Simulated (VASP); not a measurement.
# BC6: single point with PBE

System: BC6.

```
C B
1.0
     4.97300   -0.19666    0.02259
    -0.19666    4.92961   -0.10694
     0.02259   -0.10694    4.82446
C B
12 2
Direct
  0.30351 0.98908 0.29967
  0.32268 0.28208 0.86604
  0.52013 0.69669 0.55607
  0.01577 0.62015 0.18689
  0.81532 0.99976 0.26260
  0.97210 0.66172 0.64958
  0.69503 0.60626 0.72059
  0.56612 0.90057 0.36393
  0.05044 0.85352 0.41033
  0.19834 0.05136 0.01812
  0.60162 0.36797 0.92798
  0.09042 0.75572 0.93247
  0.24767 0.54935 0.67689
  0.84216 0.29823 0.14744
```

- Program: VASP 6.6.1
- Task: single point
- Functional: PBE
- Potentials or basis: VASP PAW PBE potentials, release 64 (C, B)
- Cutoff: 520 eV
- k mesh: 1 × 1 × 1, shifted
- Occupations: fermi-dirac, width 0.1379 eV
- Spin: no spin polarisation

```
Pressure      : -4.0 GPa
Largest force : 5.165 eV/Å
```

Forces in eV/Å, atoms in the order of the input:
```
C    0.856  0.111 -0.722
C    2.040  1.289 -0.070
C   -3.941 -0.998  1.083
C   -0.370 -1.641 -3.722
C    0.463  2.592  3.272
C    2.608  2.628  1.927
C    1.594 -4.725  1.348
C   -3.192  1.656 -1.488
C   -2.848 -1.788 -1.145
C    1.775 -0.611 -0.414
C    1.242  1.348 -0.761
C    0.115  1.361  0.265
B    0.154 -2.197  1.213
B   -0.497  0.977 -0.786
```

Stress tensor (GPa, compression positive):
```
 12.16  -9.04   0.15
 -9.04 -26.61   9.59
  0.15   9.59   2.35
```

Levels at points of the mesh, in eV from the Fermi level:
```tsv
k point	band 24	band 25	band 26	band 27	band 28	band 29	band 30	band 31
(0.25, 0.25, 0.25)	-2.71	-1.96	-1.40	-0.34	0.34	1.39	2.03	3.27
```

Wall time 18 s on 1 thread of Intel Xeon 8259CL, on a shared host, peak memory 0.18 GiB.

Caveat: the atoms stand as in a frame of molecular dynamics.
